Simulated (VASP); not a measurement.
TaN:

```xyz
2
Lattice="0.0000 2.1761 2.1761 2.1761 0.0000 2.1761 2.1761 2.1761 0.0000" Properties=species:S:1:pos:R:3 pbc="T T T"
Ta    2.1761    2.1761    2.1761
N     0.0000    0.0000    0.0000
```

This cell differs from its parent crystal: volume scaled by 0.97.

Base run:

```yaml
Program: VASP 6.6.1
Functional: r2SCAN
Potentials_or_basis: VASP PAW PBE potentials, release 64 (Ta_pv, N)
Cutoff: 520 eV
k_mesh: 16 × 16 × 16
Occupations: gaussian, width 0.1 eV
Spin: no spin polarisation
```

Its results: band gap on the k mesh zero (band 8 reaches 12.00 eV, above the bottom of band 9 at 7.72 eV); pressure 13.6 GPa.

Task: The run is repeated on the same cell with these changes: potentials or basis from VASP PAW PBE potentials, release 64 (Ta_pv, N) to VASP PAW PBE potentials, release 64 (Ta_sv_GW, N); cutoff from 520 eV to 660 eV; further incar settings from ALGO = Normal; EDIFF = 1e-06; NBANDS = 15 to ALGO = Normal; EDIFF = 1e-06; NBANDS = 16; valence electrons from 16 to 18. What comes out?

Result: Band gap on the k mesh zero (band 9 reaches 16.40 eV, above the bottom of band 10 at 12.12 eV); pressure 11.5 GPa.

Caveats: the PAW data sets were made with another functional, which shifts forces and pressure a little; spin-orbit coupling is left out, which moves the levels of the heavy elements.
